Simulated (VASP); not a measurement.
# Mg4HO8 (a cell with a defect) in VASP: single point with LDA

Aim: the single point of Mg4HO8 (a cell with a defect) with LDA.

Program: VASP 6.6.1. These are calculated values, not measurements. Logs are shortened: lines on timing, memory, paths and dates and some standing lists are left out, and cuts for length are marked.

## (1) The cell of the first run

The cell holds a defect, 13 atoms: a = 4.968 Å, b = 4.968 Å, c = 4.968 Å, α = 77.69°, β = 77.69°, γ = 77.69°.

## (2) Single point, LDA

Contents of INCAR:

```
ALGO     = Normal         # electronic algorithm
EDIFF    = 1E-7           # SCF threshold, eV
ENCUT    = 520            # plane-wave cutoff, eV
ISIF     = 2              # what is computed and relaxed
ISMEAR   = 0              # smearing method
LASPH    = T              # aspherical terms in the spheres
LCHARG   = F              # write CHGCAR
LREAL    = F              # projectors in reciprocal space
LWAVE    = F              # write WAVECAR
NBANDS   = 40             # bands
NELECT   = 56.0         
NELM     = 100            # most SCF steps
PREC     = Accurate       # precision mode
SIGMA    = 0.05           # smearing width, eV
```

Contents of KPOINTS:

```
k-points
0
Gamma
  6 6 6
```

Contents of POSCAR:

```
Mg4HO8
1.0
   -3.1159510607     -1.7989951837      3.4255732540
    3.1159510607     -1.7989951837      3.4255732540
    0.0000000000      3.5979903674      3.4255732540
Mg O H
4 8 1
Direct
    0.0000000000      0.0000000000      0.0000000000
    0.5000000000      0.5000000000      0.0000000000
    0.5000000000      0.0000000000      0.5000000000
    0.0000000000      0.5000000000      0.5000000000
    0.4294242759      0.4294242759      0.4294242759
    0.9294242759      0.9294242759      0.4294242759
    0.9294242759      0.4294242759      0.9294242759
    0.4294242759      0.9294242759      0.9294242759
    0.5705757241      0.5705757241      0.5705757241
    0.0705757241      0.0705757241      0.5705757241
    0.0705757241      0.5705757241      0.0705757241
    0.5705757241      0.0705757241      0.0705757241
    1.2500207325      1.3333540658     -0.0833126009
```

Potentials or basis: VASP PAW LDA potentials, release 64 (Mg, O, H).

Command:

```
cat potpaw_LDA.64/Mg/POTCAR potpaw_LDA.64/O/POTCAR potpaw_LDA.64/H/POTCAR > POTCAR
mpirun -np 1 vasp_std > vasp.out
```

OUTCAR:

```text
EDIFF = 1E-7
   ENCUT = 520
   ISIF = 2
   ISMEAR = 0
   LASPH = T
   LREAL = F
   NELECT = 56.0
   NELM = 100
   PREC = Accurate

 ion  position               nearest neighbor table
   1  0.000  0.000  0.000-   7 2.05   8 2.05  11 2.05  12 2.05   6 2.05  10 2.05  13 2.20   2 3.12
                             2 3.12   3 3.12   4 3.12   4 3.12   3 3.12
   2  0.500  0.500  0.000-  13 1.79   8 2.05  11 2.05  12 2.05   7 2.05   9 2.05   5 2.05   1 3.12
                             1 3.12   3 3.12   3 3.12   4 3.12   4 3.12
   3  0.500  0.000  0.500-   5 2.05   6 2.05   9 2.05  10 2.05   8 2.05  12 2.05   4 3.12   4 3.12
                             2 3.12   1 3.12   1 3.12   2 3.12
   4  0.000  0.500  0.500-   5 2.05   6 2.05   9 2.05  10 2.05   7 2.05  11 2.05   3 3.12   3 3.12
                             1 3.12   1 3.12   2 3.12   2 3.12
   5  0.429  0.429  0.429-   9 1.45   4 2.05   3 2.05   2 2.05
   6  0.929  0.929  0.429-  10 1.45   4 2.05   3 2.05   1 2.05
   7  0.929  0.429  0.929-  11 1.45   2 2.05   1 2.05   4 2.05
   8  0.429  0.929  0.929-  12 1.45   2 2.05   1 2.05   3 2.05
   9  0.571  0.571  0.571-   5 1.45   4 2.05   3 2.05   2 2.05
  10  0.071  0.071  0.571-   6 1.45   4 2.05   3 2.05   1 2.05
  11  0.071  0.571  0.071-   7 1.45   2 2.05   1 2.05   4 2.05
  12  0.571  0.071  0.071-   8 1.45   2 2.05   1 2.05   3 2.05
  13  0.250  0.333  0.917-   2 1.79   1 2.20

  LATTYP: Found a trigonal (rhomboedric) cell.
 ALAT       =     4.9679056757
 COS(alpha) =     0.2131996058

  Lattice vectors:

 A1 = (  -3.1159510607,  -1.7989951837,   3.4255732540)
 A2 = (   3.1159510607,  -1.7989951837,   3.4255732540)
 A3 = (   0.0000000000,   3.5979903674,   3.4255732540)

Analysis of symmetry for initial positions (statically):
=====================================================================
 Subroutine PRICEL returns:
 Original cell was already a primitive cell.

 Routine SETGRP: Setting up the symmetry group for a
 trigonal (rhombohedral) supercell.

 Subroutine GETGRP returns: Found  1 space group operations
 (whereof  1 operations were pure point group operations)
 out of a pool of 12 trial point group operations.

The static configuration has the point symmetry C_1 .

Analysis of symmetry for dynamics (positions and initial velocities):
=====================================================================
 Subroutine PRICEL returns:
 Original cell was already a primitive cell.
[... 136 lines left out ...]
   ISIF   =      2    stress and relaxation
   ISYM   =      2    0-nonsym 1-usesym 2-fastsym
   POTIM  = 0.5000    time-step for ionic-motion
   TEBEG  =    0.0;   TEEND  =   0.0 temperature during run
   PSTRESS=    0.0 pullay stress
   NELECT =      56.0000    total number of electrons
   NUPDOWN=      -1.0000    fix difference up-down
   EMIN   =  10.00;   EMAX   =-10.00  energy-range for DOS
   EFERMI =   0.00;   METHOD = LEGACY
   ISMEAR =     0;   SIGMA  =   0.05  broadening in eV -4-tet -1-fermi 0-gaus
   EFERMI_NEDOS =   21; number of points for ismear=-14 and -15
   IALGO  =     38    algorithm
   IMIX   =      4    mixing-type and parameters
     AMIX     =   0.40;   BMIX     =  1.00
     AMIX_MAG =   1.60;   BMIX_MAG =  1.00
  volume/ion in A,a.u.               =       8.86        59.81
  Fermi-wavevector in a.u.,A,eV,Ry     =   1.287170  2.432398 22.542210  1.656806
  Thomas-Fermi vector in A             =   2.419200
   LORBIT       =      0    0 simple, 1 ext, 2 COOP (PROOUT), +10 PAW based schemes
   GGA     = CA    functional components
   LHFCALC =     F    Hartree Fock is set to
   AEXX    =    0.0000 exact exchange contribution
   IVDW    =     0    specifies the selected vdW correction
   LEPSILON=     F    determine dielectric tensor
   LRPA    =     F    only Hartree local field effects (RPA)
 non-spin polarized calculation
 Gauss-broadening in eV      SIGMA  =   0.05
  energy-cutoff  :      520.00
  volume of cell :      115.21
 maximum number of plane-waves:      3126
 NGX is ok and might be reduce to    40
   NGX = 19   NGY = 19   NGZ = 19

 number of electron      55.9999981 magnetization

 Free energy of the ion-electron system (eV)
  ---------------------------------------------------
  ext. energy  EPLUGINS =         0.00000000
  ---------------------------------------------------
  free energy    TOTEN  =       -78.58552990 eV

  energy without entropy =      -78.58552990  energy(sigma->0) =      -78.58552990

 E-fermi :   3.5185     XC(G=0): -11.2110

 val. band max:        3.3407268477   @ k =   0.5000   0.5000   0.5000
 cond. band min:       3.7032081814   @ k =   0.3333   0.3333   0.3333
 fundamental gap:      0.3624813338
 Fermi energy:         3.5185247699

 k-point     1 :       0.0000    0.0000    0.0000
  band No.  band energies     occupation
      1     -19.7260      2.00000
      2     -18.3600      2.00000
      3     -17.7781      2.00000
      4     -17.4289      2.00000
      5     -12.8214      2.00000
      6     -11.8531      2.00000
[... 1021 lines left out ...]
     39      13.9231      0.00000
     40      14.1129      0.00000

 [... further k-points ...]
[... 5 lines left out ...]
  --------------------------------------------------------------------------------------
  -------------------------------------------------------------------------------------
  Total      -13.4896097     -8.0784393      1.3337254     -0.9149426     -1.8476164     -0.7706051
  in kB     -187.5879037   -112.3396101     18.5469234    -12.7232866    -25.6931445    -10.7161142
  external PRESSURE =     -93.7935301 kB  Pullay stress =       0.0000000 kB

 VOLUME and BASIS-vectors are now :
 -----------------------------------------------------------------------------
  energy-cutoff  :      520.00
  volume of cell :      115.21
      direct lattice vectors                 reciprocal lattice vectors
    -3.115951061 -1.798995184  3.425573254    -0.160464651 -0.092644310  0.097307314
     3.115951061 -1.798995184  3.425573254     0.160464651 -0.092644310  0.097307314
     0.000000000  3.597990367  3.425573254     0.000000000  0.185288619  0.097307314

 POSITION                                       TOTAL-FORCE (eV/Angst)
 -----------------------------------------------------------------------------------
      0.00000      0.00000      0.00000        -0.049579      0.411405     -0.530536
      0.00000     -1.79900      3.42557        -0.314062     -0.566901      2.359111
     -1.55798      0.89950      3.42557        -0.114272     -0.044372     -0.048749
      1.55798      0.89950      3.42557         0.189876     -0.091281     -0.146151
      0.00000      0.00000      4.41307         0.033903      0.198799     -0.464663
      0.00000     -1.79900      7.83865         0.012604      0.005610     -0.272220
     -1.55798      0.89950      7.83865        -1.351481     -0.527946     -1.401868
      1.55798      0.89950      7.83865         0.596465     -0.160265     -0.739846
      0.00000      0.00000      5.86365         0.033773      0.275941      0.366553
      0.00000      1.79900      2.43807         0.006699     -0.016545      0.253666
      1.55798     -0.89950      2.43807        -1.558909     -0.493296      1.229745
     -1.55798     -0.89950      2.43807         0.761964     -0.180381      0.607771
      0.25966      2.24874      5.13857         1.753019      1.189232     -1.212812
 -----------------------------------------------------------------------------------
    total drift:                               -0.000085     -0.000025      0.000048

  FREE ENERGIE OF THE ION-ELECTRON SYSTEM (eV)
  ---------------------------------------------------
  free  energy   TOTEN  =       -78.5855299041 eV

  energy  without entropy=      -78.5855299030  energy(sigma->0) =      -78.58552990
```

stdout:

```text
POSCAR found type information on POSCAR MgO H
 POSCAR found :  3 types and      13 ions
 scaLAPACK will be used
 LDA part: xc-table for (Slater(with rela. corr.)+CA(PZ))
 , standard interpolation
 POSCAR, INCAR and KPOINTS ok, starting setup
 FFT: planning ... GRIDC
 FFT: planning ... GRID_SOFT
 FFT: planning ... GRID
 WAVECAR not read
 entering main loop
 the old and the new charge density differ
 old charge density:    57.00000 new   56.00000
    0.164E+01
```

Wall time 9.9 min (1 thread of Intel Xeon Platinum 8259CL at 2.50GHz (Skylake/Cascade Lake), shared host); peak memory 0.48 GiB.

Results:

| Property | Result |
| --- | --- |
| Free energy | -78.5855 eV |
| Largest force | 2.447 eV/Å |

Forces on the atoms (eV/Å):
```
Mg  -0.050  0.411 -0.531
Mg  -0.314 -0.567  2.359
Mg  -0.114 -0.044 -0.049
Mg   0.190 -0.091 -0.146
O    0.034  0.199 -0.465
O    0.013  0.006 -0.272
O   -1.351 -0.528 -1.402
O    0.596 -0.160 -0.740
O    0.034  0.276  0.367
O    0.007 -0.017  0.254
O   -1.559 -0.493  1.230
O    0.762 -0.180  0.608
H    1.753  1.189 -1.213
```

Levels at points of the mesh, in eV from the Fermi level:
```
           k point  band 26  band 27  band 28  band 29  band 30  band 31
(0.00, 0.00, 0.00)    -0.57    -0.30    -0.22     0.23     2.69     3.57
(0.50, 0.00, 0.00)    -0.81    -0.74    -0.65     1.13     2.91     3.71
(0.00, 0.50, 0.00)    -0.92    -0.68    -0.49     1.01     2.91     3.73
(0.00, 0.00, 0.50)    -1.24    -0.56    -0.32     0.70     2.89     3.89
(0.50, 0.50, 0.00)    -1.41    -0.81    -0.50     0.68     2.73     3.88
(0.50, 0.00, 0.50)    -1.03    -0.87    -0.64     0.98     2.76     3.56
(0.00, 0.50, 0.50)    -0.92    -0.84    -0.78     1.10     2.79     3.45
(0.50, 0.50, 0.50)    -1.16    -0.19    -0.18     0.25     2.08     3.59
```

Caveat: the cell carries a net charge on a neutralising background, which shifts energy and pressure; the cell is charged against a uniform background, so pressure and absolute levels hang on convention.
